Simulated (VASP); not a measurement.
Write the native input for VASP 6.6.1 that does the following.

```yaml
Task: single point
Functional: LDA
Potentials_or_basis: VASP PAW LDA potentials, release 64 (As)
Cutoff: 520 eV
k_mesh: 9 × 9 × 9
Occupations: fermi-dirac, width 0.05 eV
Spin: no spin polarisation
Dipole_correction: no
Further_INCAR_settings: ALGO = Normal; EDIFF = 1e-06; NBANDS = 12
```

The structure of As lies in POSCAR:

```
As
1.0
    0.0000000000      2.8744485395      2.8744485395
    2.8744485395      0.0000000000      2.8744485395
    2.8744485395      2.8744485395      0.0000000000
As
2
Direct
   -0.1250000000     -0.1250000000     -0.1250000000
    0.1250000000      0.1250000000      0.1250000000
```

This isn't the form of As at room conditions, which is rhombohedral.

The input as run:

INCAR

```
SYSTEM = As
  PREC = Accurate
  ENCUT = 520
  EDIFF = 1E-6
  ISMEAR = -1
  SIGMA = 0.05
  LREAL = .False.
  LASPH = .True.
  NELM = 100
  ALGO = Normal
  ISIF = 2
  LWAVE = .False.
  LCHARG = .True.
  GGA = CA
  LELF = .True.
  LVHAR = .True.
  NBANDS = 12
```

KPOINTS

```
regular mesh
0
Gamma
  9 9 9
  0 0 0
```

Potentials or basis: VASP PAW LDA potentials, release 64 (As).

Launch:

```console
$ cat potpaw_LDA.64/As/POTCAR > POTCAR
$ mpirun -np 1 vasp_std > vasp.out
```

Results of the run:

```json
{
  "Pressure": "7.6 GPa",
  "Band gap on the k mesh": "zero (bands 5 and 6 overlap by 1.72 eV)"
}
```

Caveat: the cell stands under pressure.

It took 14 s on 1 thread of Intel(R) Xeon(R) Platinum 8259CL CPU @ 2.50GHz (Skylake/Cascade Lake) (shared host), peak memory 0.15 GiB.
